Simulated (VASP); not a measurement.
Here is a VASP 6.6.1 calculation.

File INCAR:

```
PREC     = Accurate       # precision mode
ENCUT    = 600            # plane-wave cutoff, eV
EDIFF    = 1E-6           # SCF threshold, eV
ISMEAR   = 0              # smearing method
SIGMA    = 0.1            # smearing width, eV
LREAL    = False          # projectors in reciprocal space
LASPH    = True           # aspherical terms in the spheres
NELM     = 60             # most SCF steps
ALGO     = Fast           # electronic algorithm
ISIF     = 3              # what is computed and relaxed
LWAVE    = False          # write WAVECAR
LCHARG   = False          # write CHGCAR
GGA      = PE             # functional
IBRION   = 2              # ionic algorithm
NSW      = 90             # ionic steps
EDIFFG   = -0.04          # ionic threshold
```

The input KPOINTS:

```
regular mesh
0
Gamma
  9 9 2
```

File POSCAR:

```
Ru
1.0
    2.7485537587      0.0000000000      0.0000000000
   -1.3742768793      2.3803173787      0.0000000000
    0.0000000000      0.0000000000      8.8646283618
Ru
4
Direct
    0.0000000000      0.0000000000      0.0000000000
    0.0000000000      0.0000000000      0.5000000000
    0.3333333333      0.6666666667      0.7500000000
    0.6666666667      0.3333333333      0.2500000000
```

Potentials or basis: VASP PAW PBE potentials, release 64 (Ru_pv).

Command:

```console
$ cat potpaw_PBE.64/Ru_pv/POTCAR > POTCAR
$ mpirun -np 1 vasp_std > vasp.out
```

(1) Predict the relaxed cell.

(2) What does it give for the space group after relaxing (to 0.1 Å)?

(3) Estimate the band gap on the k mesh.

(4) Predict the relaxed volume.

## Answers

(1) a = 2.697 Å, b = 2.697 Å, c = 8.754 Å, α = 90.00°, β = 90.00°, γ = 120.00°.

(2) P6_3/mmc (No. 194).

(3) zero (bands 28 and 29 overlap by 2.47 eV).

(4) 13.79 Å³/atom.
